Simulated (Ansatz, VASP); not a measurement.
**Mg3BiSb: VASP beside Ansatz**

INCAR

```
PREC = Accurate
ENCUT = 520
EDIFF = 1E-6
ISMEAR = 0
SIGMA = 0.01
LREAL = False
LASPH = True
NELM = 100
ALGO = Fast
ISIF = 2
LWAVE = False
LCHARG = False
GGA = PE
NBANDS = 21
```

Contents of KPOINTS:

```
regular mesh
0
Gamma
  12 12 6
```

Contents of POSCAR:

```
Mg3BiSb
1.0
    4.6503994756      0.0000000000      0.0000000000
   -2.3251997378      4.0273640836      0.0000000000
    0.0000000000      0.0000000000      7.3619965151
Mg Sb Bi
3 1 1
Direct
    0.0000000000      0.0000000000      0.0054898020
    0.3333333333      0.6666666667      0.3653210508
    0.6666666667      0.3333333333      0.6249316647
    0.6666666667      0.3333333333      0.2251444293
    0.3333333333      0.6666666667      0.7791130533
```

Input for Ansatz:

```yaml
crystal:
  lattice:
    - [4.6503994756, 0.0, 0.0]
    - [-2.3251997378, 4.0273640836, 0.0]
    - [0.0, 0.0, 7.3619965151]
  atoms:
    - { symbol: Mg, position: [0.0, 0.0, 0.005489802] }
    - { symbol: Mg, position: [0.3333333333, 0.6666666667, 0.3653210508] }
    - { symbol: Mg, position: [0.6666666667, 0.3333333333, 0.6249316647] }
    - { symbol: Sb, position: [0.6666666667, 0.3333333333, 0.2251444293] }
    - { symbol: Bi, position: [0.3333333333, 0.6666666667, 0.7791130533] }
basis:
  ecutwfc: 420
kpoints:
  mp_grid: { grid: [12, 12, 6] }
hamiltonian:
  xc: pbe
scf:
  occupations: { method: gaussian, width: 0.01 }
  algorithm: density_mixing
output:
  forces: true
  eigenvalues: true
  stress: true
```

Alike in both runs: task single point; functional PBE; k mesh 12 × 12 × 6; occupations gaussian, width 0.01 eV; no spin polarisation.

|  | VASP | Ansatz |
| --- | --- | --- |
| version | VASP 6.6.1 | Ansatz 0.2.0 |
| potentials or method | VASP PAW PBE potentials, release 64 (Mg, Sb, Bi_d), cutoff 520 eV | scalar-relativistic, plane waves, PAW |
| valence electrons in the cell | 26 | 60 |

Ansatz gave:

```
gap on the k mesh at the Fermi level (eV) : none
pressure (GPa)                            : 0.0
rms of the force components (eV/Å)        : 0.002
```

Task: Estimate VASP's values.

Result: gap on the k mesh at the Fermi level (eV): none; pressure (GPa): 0.0; rms of the force components (eV/Å): 0.007.

Atom by atom the forces differ by 0.006 eV/Å (rms over components). A gap of «none» marks a metal or a gap that the smearing closes. VASP's potentials hold 26 valence electrons a cell and Ansatz's 60, so a difference there can come from the potentials and not from the codes.

Neither program's run includes spin-orbit coupling.
